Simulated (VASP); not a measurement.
**Hf: single point with PBE+D3(BJ)**

Crystal: Hf.

```
Hf
1.0
    -1.78983    1.78983    1.78983
     1.78983   -1.78983    1.78983
     1.78983    1.78983   -1.78983
Hf
1
Cartesian
  0.0000 0.0000 0.0000
```

- Program: VASP 6.6.1
- Task: single point
- Functional: PBE
- Dispersion: D3(BJ)
- Potentials or basis: VASP PAW PBE potentials, release 64 (Hf_pv)
- Cutoff: 520 eV
- k mesh: 9 × 9 × 9
- Occupations: gaussian, width 0.1 eV
- Spin: no spin polarisation
- Dipole correction: no
- Further INCAR settings: ALGO = Normal; EDIFF = 1e-06; NBANDS = 11

```json
{"Pressure": "-6.2 GPa", "Band gap on the k mesh": "zero (band 5 reaches 5.92 eV, above the bottom of band 6 at 3.69 eV)", "Dispersion energy per atom": "-0.438 eV"}
```

Levels at points of the mesh, in eV from the Fermi level:
```tsv
k point	band 3	band 4	band 5	band 6	band 7	band 8
(0.00, 0.00, 0.00)	-29.96	-6.99	1.48	1.48	1.48	4.19
```

Wall time 15 s on 1 thread of Intel Xeon 8259CL, on a shared host, peak memory 0.12 GiB.

Caveat: spin-orbit coupling is left out, which moves the levels of the heavy elements; pairwise dispersion overbinds metals, which lowers pressure and volume.
